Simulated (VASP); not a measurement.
LiH, 2 atoms in the cell. It takes space group Fm-3m (No. 225, cubic). The conventional cell has a = 3.806 Å, b = 3.806 Å, c = 3.806 Å, α = 90.00°, β = 90.00°, γ = 90.00°. Li (site symmetry m-3m) has 6 H at 1.90 Å within 2.5 Å. Within 2.5 Å of H (site symmetry m-3m) lie 6 Li at 1.90 Å.  This cell differs from its parent crystal: strain -5.0%.

- Program: VASP 6.6.1
- Task: single point
- Functional: HSE06
- Potentials or basis: VASP PAW PBE potentials, release 64 (Li_sv, H)
- Cutoff: 520 eV
- k mesh: 8 × 8 × 8
- Occupations: gaussian, width 0.01 eV
- Spin: no spin polarisation
- Dipole correction: no
- Grid for exact exchange (PRECFOCK): Normal
- Further INCAR settings: ALGO = Normal; EDIFF = 1e-07; NBANDS = 9
- Share of exact exchange: 0.25
- Screening parameter: 0.2079 1/Å

Potentials or basis: VASP PAW PBE potentials, release 64 (Li_sv, H).

The run is started by

```bash
$ cat potpaw_PBE.64/Li_sv/POTCAR potpaw_PBE.64/H/POTCAR > POTCAR
$ cp INCAR.step1 INCAR
$ mpirun -np 1 vasp_std > vasp.out
$ cp INCAR.step2 INCAR
$ mpirun -np 1 vasp_std > vasp.out
```

Hardware: 1 thread of Intel Xeon 8259CL (shared host).

Q: Estimate the wall time of this run.

A: Run time: 5.5 min on 1 thread of Intel Xeon 8259CL, with other jobs on the host, peak memory 0.23 GiB. Counts: k points 29.
